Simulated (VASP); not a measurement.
A run of VASP 6.6.1 is set up as follows.

File POSCAR:

```
Li5H
1.0
    3.4770929275      0.0000000000      0.0000000000
    0.0000000000      3.4770929275      0.0000000000
    0.0000000000      0.0000000000     25.9541858549
Li H
5 1
Direct
    0.5000000000      0.5000000000      0.3275001592
    0.0000000000      0.0000000000      0.3944853644
    0.5000000000      0.5000000000      0.4595522836
    0.0000000000      0.0000000000      0.5302563668
    0.5000000000      0.5000000000      0.5990861702
    0.0000000000      0.0000000000      0.6024660965
```

File INCAR.step1:

```
SYSTEM = Li5H
ALGO = Normal ; DIPOL = 0.5 0.5 0.486
EDIFF = 1E-4 ; ENCUT = 520
GGA = PE ; IDIPOL = 3
ISMEAR = 0 ; LASPH = .True.
LCHARG = .False. ; LDIPOL = .True.
LREAL = .False. ; LWAVE = .True.
NBANDS = 17 ; NELM = 100
PREC = Accurate ; SIGMA = 0.1
```

The input INCAR.step2:

```
SYSTEM = Li5H
ALGO = Normal ; DIPOL = 0.5 0.5 0.486
EDIFF = 1E-7 ; ENCUT = 520
IDIPOL = 3 ; ISIF = 2
ISMEAR = 0 ; ISTART = 1
LASPH = .True. ; LCHARG = .False.
LDIPOL = .True. ; LMIXTAU = .True.
LREAL = .False. ; LWAVE = .False.
METAGGA = R2SCAN ; NBANDS = 17
NELM = 100 ; PREC = Accurate
SIGMA = 0.1
```

KPOINTS

```
k-points
0
Gamma
  8 8 1
  0 0 0
```

Potentials or basis: VASP PAW PBE potentials, release 64 (Li_sv, H).

The run is started by

```console
$ cat potpaw_PBE.64/Li_sv/POTCAR potpaw_PBE.64/H/POTCAR > POTCAR
$ cp INCAR.step1 INCAR
$ mpirun -np 1 vasp_std > vasp.out
$ cp INCAR.step2 INCAR
$ mpirun -np 1 vasp_std > vasp.out
```

**Question.** Estimate the largest force.

**Answer.** 0.047 eV/Å.

**Question.** Estimate the band gap on the k mesh.

**Answer.** Zero (bands 8 and 9 overlap by 1.01 eV).

Forces in eV/Å, atoms in the order of the input:
```
Li   0.000  0.000  0.007
Li   0.000  0.000  0.042
Li   0.000  0.000 -0.047
Li   0.000  0.000  0.035
Li   0.000  0.000 -0.033
H    0.000  0.000 -0.003
```

Caveat: the PAW data sets were made with another functional, which shifts forces and pressure a little.
